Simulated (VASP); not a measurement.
A run of VASP 6.6.1 is set up as follows.

The input POSCAR:

```
Li
1.0
    3.1999394480      0.0000000000      0.0000000000
    0.0000000000      3.1999394480      0.0000000000
   -1.5999697240     -1.5999697240      2.1020389315
Li
1
Direct
    0.0000000000      0.0000000000      0.0000000000
```

The input INCAR.step1:

```
SYSTEM = Li
  ALGO = Normal
  EDIFF = 1E-4
  ENCUT = 520
  GGA = PE
  ISMEAR = 0
  ISYM = 0
  LASPH = .TRUE.
  LCHARG = .FALSE.
  LREAL = .FALSE.
  LWAVE = .TRUE.
  NBANDS = 8
  NELM = 60
  PREC = Accurate
  SIGMA = 0.1
```

The input INCAR.step2:

```
SYSTEM = Li
  ALGO = Normal
  EDIFF = 1E-6
  ENCUT = 520
  ISIF = 2
  ISMEAR = 0
  ISTART = 1
  ISYM = 0
  LASPH = .TRUE.
  LCHARG = .TRUE.
  LELF = .TRUE.
  LMIXTAU = .TRUE.
  LREAL = .FALSE.
  LVHAR = .TRUE.
  LWAVE = .FALSE.
  METAGGA = R2SCAN
  NBANDS = 8
  NELM = 60
  PREC = Accurate
  SIGMA = 0.1
```

KPOINTS

```
k-points
0
G
  11 11 16
  0 0 0
```

Potentials or basis: VASP PAW PBE potentials, release 64 (Li_sv).

Launch:

```sh
$ cat potpaw_PBE.64/Li_sv/POTCAR > POTCAR
$ cp INCAR.step1 INCAR
$ mpirun -np 1 vasp_std > vasp.out
$ cp INCAR.step2 INCAR
$ mpirun -np 1 vasp_std > vasp.out
```

Question: Estimate the band gap on the k mesh.

Answer: Zero (an odd number of electrons rules out a gap without spin polarisation).
